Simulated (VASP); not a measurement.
# Sn: single point with PBE

Crystal: Sn.

```
CELL_PARAMETERS angstrom
0.00000 3.26864 3.26864
3.26864 0.00000 3.26864
3.26864 3.26864 0.00000
ATOMIC_POSITIONS crystal
Sn 0.75000 0.75000 0.75000
Sn 0.50000 0.50000 0.50000
```

This isn't the form of Sn at room conditions, which is tetragonal (white tin).

- Program: VASP 6.6.1
- Task: single point
- Functional: PBE
- Potentials or basis: VASP PAW PBE potentials, release 64 (Sn_d)
- Cutoff: 520 eV
- k mesh: 12 × 12 × 12
- Occupations: gaussian, width 0.05 eV
- Spin: no spin polarisation
- Dipole correction: no
- Further INCAR settings: ALGO = Normal; EDIFF = 1e-06; NBANDS = 21

```
Pressure               : 2.1 GPa
Band gap on the k mesh : zero (bands 14 and 15 overlap by 0.13 eV)
```

Levels at points of the mesh, in eV from the Fermi level:
```csv
k point,band 12,band 13,band 14,band 15,band 16,band 17
"(0.00, 0.00, 0.00)",-0.77,0.10,0.10,0.10,2.18,2.18
"(0.50, 0.00, 0.00)",-6.20,-1.07,-1.07,-0.03,3.24,3.24
"(0.50, 0.50, 0.00)",-7.42,-2.37,-2.37,0.87,0.87,7.60
```

It took 79 s on 1 thread of Intel(R) Xeon(R) Platinum 8375C CPU @ 2.90GHz (Ice Lake), on a shared host, peak memory 0.25 GiB.

Caveat: spin-orbit coupling is left out, which moves the levels of the heavy elements.
